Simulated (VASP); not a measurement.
A run of VASP 6.6.1 is set up as follows.

The input INCAR:

```
PREC = Accurate
ENCUT = 520
EDIFF = 1E-6
ISMEAR = 0
SIGMA = 0.15
LREAL = F
LASPH = T
NELM = 100
ALGO = Normal
ISIF = 2
LWAVE = F
LCHARG = T
GGA = PE
LELF = T
LVHAR = T
NBANDS = 16
```

The input KPOINTS:

```
regular mesh
0
Gamma
  16 16 16
```

POSCAR

```
GaSb
1.0
   -2.8950000000      2.8950000000      1.7076500000
    2.8950000000     -2.8950000000      1.7076500000
    2.8950000000      2.8950000000     -1.7076500000
Ga Sb
1 1
Direct
    0.2500000000      0.7500000000      0.5000000000
    0.0000000000      0.0000000000      0.0000000000
```

Potentials or basis: VASP PAW PBE potentials, release 64 (Ga_d, Sb).

The run is started by

```bash
$ cat potpaw_PBE.64/Ga_d/POTCAR potpaw_PBE.64/Sb/POTCAR > POTCAR
$ mpirun -np 1 vasp_std > vasp.out
```

Question: Predict the pressure.

Answer: -5.7 GPa.

Question: What does it give for the band gap on the k mesh?

Answer: Zero (bands 9 and 10 overlap by 4.14 eV).

Caveat: the cell stands under tension; spin-orbit coupling is left out, which moves the levels of the heavy elements.
